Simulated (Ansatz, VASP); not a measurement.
## MnO2: VASP and Ansatz over several settings

```
Mn O
1.0
     2.90416    0.00000    0.00000
     0.00000    3.84481    0.00000
     0.00000    0.00000    6.16426
Mn O
2 4
Direct
  0.50000 0.50000 0.34330
  0.00000 0.00000 0.65670
  0.50000 0.00000 0.83757
  0.00000 0.50000 0.16243
  0.50000 0.00000 0.42180
  0.00000 0.50000 0.57820
```

Single points on this cell with VASP 6.6.1 and Ansatz 0.2.0. Each row is one pair of runs. Alike in all rows: VASP's potentials, cutoff: VASP PAW PBE potentials, release 64 (Mn_pv, O), 520 eV; Ansatz's potentials, cutoff: Ansatz PAW, 420 eV.

```csv
level,spin,k mesh,smearing,"pressure (GPa), VASP","pressure (GPa), Ansatz","rms of the force components (eV/Å), VASP","rms of the force components (eV/Å), Ansatz","net moment per atom (μB), VASP","net moment per atom (μB), Ansatz"
PBE,"collinear, typed start",8 × 6 × 4,"fermi-dirac, width 0.05 eV",-,-,1.473,1.426,2.00,2.00
PBEsol,"collinear, typed start",8 × 6 × 4,"fermi-dirac, width 0.05 eV",-12.7,-13.4,0.377,0.418,1.00,1.00
PBEsol,"collinear, typed start",9 × 7 × 5,"fermi-dirac, width 0.05 eV",-12.7,-13.4,0.375,0.416,1.00,1.00
PBEsol+U (Mn d U = 6.0 eV),"collinear, typed start",9 × 7 × 5,"fermi-dirac, width 0.02 eV",0.6,1.8,0.175,0.180,1.00,1.00
PBEsol,off,9 × 7 × 5,"fermi-dirac, width 0.05 eV",-22.0,-22.7,1.291,1.329,-,-
```

Pressure (GPa): the two programs differ by at most 1.16; rms of the force components (eV/Å): the two programs differ by at most 0.0475; net moment per atom (μB): the two programs differ by at most 0.

VASP's potentials hold 50 valence electrons a cell and Ansatz's 54, so a difference there can come from the potentials and not from the codes.

In some rows the two programs ended in different magnetic states.

Noted on Ansatz's runs: the magnetic or orbital state may not be the lowest.
